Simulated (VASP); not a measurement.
# C24N in VASP: single point with PBE+D3(BJ)

Aim: the single point of C24N with PBE+D3(BJ).

Everything below comes from runs of VASP 6.6.1. Logs are shortened: lines on timing, memory, paths and dates and some standing lists are left out, and cuts for length are marked.

## (1) The cell of the first run

The cell holds a slab with vacuum, 50 atoms: a = 5.030 Å, b = 7.114 Å, c = 24.288 Å, α = 90.00°, β = 90.00°, γ = 90.00°.

## (2) Single point, PBE+D3(BJ)

Contents of INCAR:

```
SYSTEM = C24N
PREC     = Accurate       ! precision mode
ENCUT    = 520            ! plane-wave cutoff, eV
EDIFF    = 1E-6           ! SCF threshold, eV
ISMEAR   = 0              ! smearing method
SIGMA    = 0.05           ! smearing width, eV
LREAL    = Auto         
LASPH    = .True.         ! aspherical terms in the spheres
NELM     = 60             ! most SCF steps
ALGO     = Normal         ! electronic algorithm
ISIF     = 2              ! what is computed and relaxed
LWAVE    = .False.        ! write WAVECAR
LCHARG   = .False.        ! write CHGCAR
LDIPOL   = .True.       
IDIPOL   = 3            
DIPOL    = 0.5 0.5 0.468
GGA      = PE             ! functional
IVDW     = 12             ! dispersion correction
NBANDS   = 132            ! bands
```

Contents of KPOINTS:

```
regular mesh
0
Gamma
  3 2 1
  0 0 0
```

Contents of POSCAR:

```
C24N
1.0
    5.0301999808      0.0000000000      0.0000000000
    0.0000000000      7.1137770343      0.0000000000
    0.0000000000      0.0000000000     24.2877499760
C N
48 2
Direct
    0.2500000000      0.5000000000      0.3293841549
    0.2500000000      0.0000000000      0.3293841549
    0.7500000000      0.5000000000      0.3293841549
    0.7500000000      0.0000000000      0.3293841549
    0.5000000000      0.6250000000      0.3293841549
    0.5000000000      0.1250000000      0.3293841549
    0.0000000000      0.6250000000      0.3293841549
    0.0000000000      0.1250000000      0.3293841549
    0.5000000000      0.7500000000      0.3811612852
    0.5000000000      0.2500000000      0.3811612852
    0.0000000000      0.7500000000      0.3811612852
    0.0000000000      0.2500000000      0.3811612852
    0.7500000000      0.8750000000      0.3811612852
    0.7500000000      0.3750000000      0.3811612852
    0.2500000000      0.8750000000      0.3811612852
    0.2500000000      0.3750000000      0.3811612852
    0.7500000000      0.0000000000      0.4329384155
    0.7500000000      0.5000000000      0.4329384155
    0.2500000000      0.0000000000      0.4329384155
    0.2500000000      0.5000000000      0.4329384155
    0.0000000000      0.1250000000      0.4329384155
    0.0000000000      0.6250000000      0.4329384155
    0.5000000000      0.1250000000      0.4329384155
    0.5000000000      0.6250000000      0.4329384155
    0.0000021243      0.2505442536      0.4844569934
   -0.0000018925      0.7505807285      0.4844459193
    0.4999963466      0.2505599739      0.4844432726
    0.4999972004      0.7505560291      0.4844468329
    0.2499976691      0.3744313032      0.4844416100
    0.2499995421      0.8744483169      0.4844500033
    0.7500019571      0.3744390597      0.4844514177
    0.7499978178      0.8744487082      0.4844506541
    0.2499768028      0.5046185501      0.5378372078
    0.2499834150      0.0045888649      0.5378624895
    0.7499961340      0.5046316633      0.5378432714
    0.7500046712      0.0046057525      0.5378636116
    0.4999980821      0.6203904333      0.5378379515
    0.4999780200      0.1203599918      0.5378580014
   -0.0000049166      0.6203809985      0.5378387382
    0.0000004579      0.1203871720      0.5378678447
    0.5000175139      0.7645911575      0.5817080117
    0.4999533727      0.2648346458      0.5816317241
    0.0000193807      0.7646422280      0.5816901601
   -0.0000600290      0.2646921146      0.5817241398
    0.7500222195      0.8602435795      0.5817071548
    0.7499835454      0.3603925666      0.5817208481
    0.2500599075      0.8602533751      0.5817083990
    0.2499265140      0.3603935720      0.5816928408
    0.4271405872      1.0728316351      0.7063553555
    0.6272203428      1.0204513418      0.7167979109
```

Potentials or basis: VASP PAW PBE potentials, release 64 (C, N).

Started as:

```bash
> cat potpaw_PBE.64/C/POTCAR potpaw_PBE.64/N/POTCAR > POTCAR
> mpirun -np 1 vasp_std > vasp.out
```

OUTCAR:

```text
SYSTEM = C24N
   PREC = Accurate
   ENCUT = 520
   EDIFF = 1E-6
   ISMEAR = 0
   LREAL = Auto
   LASPH = .True.
   NELM = 60
   ISIF = 2
   GGA = PE
   IVDW = 12
 IVDW          = 12

 ion  position               nearest neighbor table
   1  0.250  0.500  0.329-   5 1.54   7 1.54  16 1.54
   2  0.250  0.000  0.329-   6 1.54   8 1.54  15 1.54
   3  0.750  0.500  0.329-   5 1.54   7 1.54  14 1.54
   4  0.750  0.000  0.329-   6 1.54   8 1.54  13 1.54
   5  0.500  0.625  0.329-   1 1.54   3 1.54   9 1.54
   6  0.500  0.125  0.329-   2 1.54   4 1.54  10 1.54
   7  0.000  0.625  0.329-   1 1.54   3 1.54  11 1.54
   8  0.000  0.125  0.329-   2 1.54   4 1.54  12 1.54
   9  0.500  0.750  0.381-  13 1.54  15 1.54  24 1.54   5 1.54
  10  0.500  0.250  0.381-  14 1.54  16 1.54  23 1.54   6 1.54
  11  0.000  0.750  0.381-  13 1.54  15 1.54  22 1.54   7 1.54
  12  0.000  0.250  0.381-  14 1.54  16 1.54  21 1.54   8 1.54
  13  0.750  0.875  0.381-   9 1.54  11 1.54  17 1.54   4 1.54
  14  0.750  0.375  0.381-  10 1.54  12 1.54  18 1.54   3 1.54
[... 24 lines left out ...]
  39  1.000  0.620  0.538-  43 1.48  33 1.50  35 1.50  26 1.59
  40  0.000  0.120  0.538-  44 1.48  36 1.50  34 1.50  25 1.59
  41  0.500  0.765  0.582-  47 1.43  45 1.43  37 1.48
  42  0.500  0.265  0.582-  48 1.43  46 1.43  38 1.48
  43  0.000  0.765  0.582-  45 1.43  47 1.43  39 1.48
  44  1.000  0.265  0.582-  46 1.43  48 1.43  40 1.48
  45  0.750  0.860  0.582-  43 1.43  41 1.43  36 1.48
  46  0.750  0.360  0.582-  42 1.43  44 1.43  35 1.48
  47  0.250  0.860  0.582-  41 1.43  43 1.43  34 1.48
  48  0.250  0.360  0.582-  42 1.43  44 1.43  33 1.48
  49  0.427  0.073  0.706-  50 1.10
  50  0.627  0.020  0.717-  49 1.10

  LATTYP: Found a simple orthorhombic cell.
 ALAT       =     5.0301999808
 B/A-ratio  =     1.4142135624
 C/A-ratio  =     4.8283865589

  Lattice vectors:

 A1 = (   5.0301999808,   0.0000000000,   0.0000000000)
 A2 = (   0.0000000000,   7.1137770343,   0.0000000000)
 A3 = (   0.0000000000,   0.0000000000,  24.2877499760)

Analysis of symmetry for initial positions (statically):
=====================================================================
 Subroutine PRICEL returns:
 Original cell was already a primitive cell.

 Routine SETGRP: Setting up the symmetry group for a
 simple orthorhombic supercell.

 Subroutine GETGRP returns: Found  1 space group operations
 (whereof  1 operations were pure point group operations)
 out of a pool of  8 trial point group operations.
[... 200 lines left out ...]
   PSTRESS=    0.0 pullay stress
   NELECT =     202.0000    total number of electrons
   NUPDOWN=      -1.0000    fix difference up-down
   EMIN   =  10.00;   EMAX   =-10.00  energy-range for DOS
   EFERMI =   0.00;   METHOD = LEGACY
   ISMEAR =     0;   SIGMA  =   0.05  broadening in eV -4-tet -1-fermi 0-gaus
   EFERMI_NEDOS =   21; number of points for ismear=-14 and -15
   IALGO  =     38    algorithm
   IMIX   =      4    mixing-type and parameters
     AMIX     =   0.40;   BMIX     =  1.00
     AMIX_MAG =   1.60;   BMIX_MAG =  1.00
  volume/ion in A,a.u.               =      17.38       117.30
  Fermi-wavevector in a.u.,A,eV,Ry     =   1.006548  1.902099 13.784583  1.013138
  Thomas-Fermi vector in A             =   2.139297
   LORBIT       =      0    0 simple, 1 ext, 2 COOP (PROOUT), +10 PAW based schemes
   GGA     = PE    functional components
   LHFCALC =     F    Hartree Fock is set to
   AEXX    =    0.0000 exact exchange contribution
   IVDW    =    12    specifies the selected vdW correction
   LEPSILON=     F    determine dielectric tensor
   LRPA    =     F    only Hartree local field effects (RPA)
 non-spin polarized calculation
 Gauss-broadening in eV      SIGMA  =   0.05
  energy-cutoff  :      520.00
  volume of cell :      869.11
 maximum number of plane-waves:     23470
 NGX is ok and might be reduce to    40
   NGX = 19   NGY = 27   NGZ = 91

 dipolmoment           0.000000      0.000000      0.424616 electrons x Angstroem

 number of electron     202.0000019 magnetization

 dipolmoment           0.000000      0.000000     -0.131417 electrons x Angstroem

 Free energy of the ion-electron system (eV)
  ---------------------------------------------------
  ext. energy  EPLUGINS =         0.00000000
  ---------------------------------------------------
  free energy    TOTEN  =      -426.12410886 eV

  energy without entropy =     -426.10839280  energy(sigma->0) =     -426.11625083

 E-fermi :  -0.5388     XC(G=0):  -5.2910

 val. band max:       -0.6310641824   @ k =   0.0000   0.0000   0.0000
 cond. band min:      -0.5224761472   @ k =   0.3333   0.0000   0.0000
 fundamental gap:      0.1085880352
 Fermi energy:        -0.5388468501

 k-point     1 :       0.0000    0.0000    0.0000
  band No.  band energies     occupation
      1     -23.5351      2.00000
      2     -22.4091      2.00000
      3     -21.0340      2.00000
      4     -20.2379      2.00000
      5     -20.0367      2.00000
      6     -18.9122      2.00000
[... 453 lines left out ...]
    112       5.2054      0.00000
    113       5.2063      0.00000
 [bands above 113 left out]

------------------------ aborting loop because EDIFF is reached ----------------------------------------

 vacuum level on the upper side and lower side of the slab       (xc-potential included)        -0.456         0.180

 Edisp (eV)   -7.64985

 E8    (eV) :    -2.2860

  FORCE on cell =-STRESS in cart. coord.  units (eV):
  Direction    XX          YY          ZZ          XY          YZ          ZX
  --------------------------------------------------------------------------------------
  -------------------------------------------------------------------------------------
  Total     -11.25829    22.61684    -8.37115    -0.58970    -0.16250     0.39829
  in kB     -20.75440    41.69363   -15.43202    -1.08709    -0.29956     0.73424
  external pressure =        1.84 kB  Pullay stress =        0.00 kB

 VOLUME and BASIS-vectors are now :
 -----------------------------------------------------------------------------
  energy-cutoff  :      520.00
  volume of cell :      869.11
      direct lattice vectors                 reciprocal lattice vectors
     5.030199981  0.000000000  0.000000000     0.198799253  0.000000000  0.000000000
     0.000000000  7.113777034  0.000000000     0.000000000  0.140572300  0.000000000
     0.000000000  0.000000000 24.287749976     0.000000000  0.000000000  0.041173019

 POSITION                                       TOTAL-FORCE (eV/Angst)
 -----------------------------------------------------------------------------------
      1.25755      3.55689      8.00000        -0.000996      4.564786      0.996029
      1.25755      0.00000      8.00000        -0.003131      4.563019      0.998061
      3.77265      3.55689      8.00000        -0.000175      4.564409      0.996215
      3.77265      0.00000      8.00000        -0.002509      4.562561      0.996183
      2.51510      4.44611      8.00000         0.000484     -4.567074      0.994932
      2.51510      0.88922      8.00000         0.002873     -4.563273      0.993878
[... 42 lines left out ...]
      2.14860      0.51811     17.15578        -1.554157      0.574712     -0.388904
      3.15504      0.14549     17.40941         1.555048     -0.575978      0.393381
 -----------------------------------------------------------------------------------
    total drift:                                0.003358      0.035940     -0.142849

  FREE ENERGIE OF THE ION-ELECTRON SYSTEM (eV)
  ---------------------------------------------------
  free  energy   TOTEN  =      -433.7739546566 eV

  energy  without entropy=     -433.7582385897  energy(sigma->0) =     -433.76609662

 vacuum level on the upper side and lower side of the slab         4.687         5.328
```

It took 14 min on 1 thread of AMD EPYC 9R45 (Zen 5), shared host; peak memory 0.9 GiB.

Results:

```yaml
Free_energy: -433.7740 eV
Largest_force: 4.674 eV/Å
Band_gap_on_the_k_mesh: zero (bands 101 and 102 overlap by 0.11 eV)
Dispersion_energy_per_atom: -0.153 eV
```

Forces on the atoms (eV/Å):
```
C   -0.001  4.565  0.996
C   -0.003  4.563  0.998
C    0.000  4.564  0.996
C   -0.003  4.563  0.996
C    0.000 -4.567  0.995
C    0.003 -4.563  0.994
C    0.000 -4.565  0.992
C    0.002 -4.564  0.993
C    0.000  1.017 -1.129
C    0.000  1.022 -1.128
C   -0.001  1.020 -1.125
C    0.001  1.020 -1.125
C    0.001 -1.028 -1.130
C   -0.001 -1.024 -1.132
C   -0.002 -1.027 -1.133
C    0.001 -1.025 -1.133
C    0.000  0.479  0.101
C    0.000  0.476  0.102
C    0.000  0.479  0.103
C   -0.001  0.477  0.101
C   -0.001 -0.472  0.104
C    0.000 -0.472  0.102
C    0.001 -0.476  0.103
C    0.000 -0.471  0.104
C   -0.001 -0.009  0.012
C   -0.001 -0.007  0.014
C    0.001 -0.005  0.010
C    0.001 -0.008  0.010
C   -0.001  0.006  0.013
C    0.000  0.006  0.010
C    0.000  0.006  0.011
C   -0.001  0.007  0.010
C    0.000  0.007 -0.023
C   -0.001  0.008 -0.018
C   -0.001  0.007 -0.021
C    0.001  0.008 -0.021
C   -0.001 -0.005 -0.013
C    0.000 -0.007 -0.009
C    0.002 -0.006 -0.012
C    0.001 -0.006 -0.013
C    0.005 -0.012  0.039
C    0.002 -0.008  0.045
C    0.003 -0.004  0.045
C    0.001 -0.004  0.043
C   -0.004  0.007  0.033
C   -0.001  0.011  0.030
C   -0.003  0.009  0.028
C   -0.001  0.010  0.030
N   -1.554  0.575 -0.389
N    1.555 -0.576  0.393
```

Levels at points of the mesh, in eV from the Fermi level:
```
           k point  band 99  band 100  band 101  band 102  band 103  band 104
(0.00, 0.00, 0.00)    -0.19     -0.19     -0.09     -0.09      0.07      0.09
(0.00, 0.50, 0.00)    -0.34     -0.34     -0.31      0.10      0.10      0.11
```

Caveat: the k points lie up to 0.44 Å⁻¹ apart; the standard files for N, O and F lose accuracy on very short bonds.
